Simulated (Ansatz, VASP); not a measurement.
# TaH5: VASP beside Ansatz

The input INCAR:

```
PREC = Accurate
ENCUT = 520
EDIFF = 1E-6
ISMEAR = 0
SIGMA = 0.1
LREAL = F
LASPH = T
NELM = 100
ALGO = Normal
ISIF = 2
LWAVE = F
LCHARG = F
GGA = PE
NBANDS = 17
```

The input KPOINTS:

```
Automatic mesh
0
Gamma
  6 6 6
```

POSCAR

```
TaH5
1.0
    2.5252329000      1.4579438900      3.0257669200
   -2.5252329000      1.4579438900      3.0257669200
    0.0000000000     -2.9158877800      3.0257669200
Ta H
1 5
Direct
    0.7049928300      0.7049928300      0.7049928300
    0.4438183400      0.2096378400      0.4438183400
    0.4438183400      0.4438183400      0.2096378400
    0.2096378400      0.4438183400      0.4438183400
    0.2414062000      0.2414062000      0.2414062000
    0.1305779400      0.1305779400      0.1305779400
```

Input for Ansatz:

```yaml
crystal:
  lattice:
    - [2.5252329, 1.45794389, 3.02576692]
    - [-2.5252329, 1.45794389, 3.02576692]
    - [0.0, -2.91588778, 3.02576692]
  atoms:
    - { symbol: Ta, position: [0.70499283, 0.70499283, 0.70499283] }
    - { symbol: H, position: [0.44381834, 0.20963784, 0.44381834] }
    - { symbol: H, position: [0.44381834, 0.44381834, 0.20963784] }
    - { symbol: H, position: [0.20963784, 0.44381834, 0.44381834] }
    - { symbol: H, position: [0.2414062, 0.2414062, 0.2414062] }
    - { symbol: H, position: [0.13057794, 0.13057794, 0.13057794] }
basis:
  ecutwfc: 420
kpoints:
  mp_grid: { grid: [6, 6, 6] }
hamiltonian:
  xc: pbe
scf:
  occupations: { method: gaussian, width: 0.1 }
  lower_state_search: "off"
output:
  forces: true
  stress: true
  eigenvalues: true
```

Alike in both runs: task single point; functional PBE; k mesh 6 × 6 × 6; occupations gaussian, width 0.1 eV; no spin polarisation.

|  | VASP | Ansatz |
| --- | --- | --- |
| version | VASP 6.6.1 | Ansatz 0.2.0 |
| potentials or method | VASP PAW PBE potentials, release 64 (Ta_pv, H), cutoff 520 eV | scalar-relativistic, plane waves, PAW |
| valence electrons in the cell | 16 | 18 |

```tsv
	VASP	Ansatz	Ansatz less VASP
gap on the k mesh at the Fermi level (eV)	none	none	-
pressure (GPa)	-13.4	-13.2	+0.11
traceless stress, the component that is largest in VASP (GPa)	2.05	2.03	-0.018
rms of the force components (eV/Å)	1.571	1.569	-0.0017
```

Atom by atom the forces differ by 0.006 eV/Å (rms over components). A gap of «none» marks a metal or a gap that the smearing closes. VASP's potentials hold 16 valence electrons a cell and Ansatz's 18, so a difference there can come from the potentials and not from the codes.

Spin-orbit coupling is off throughout.
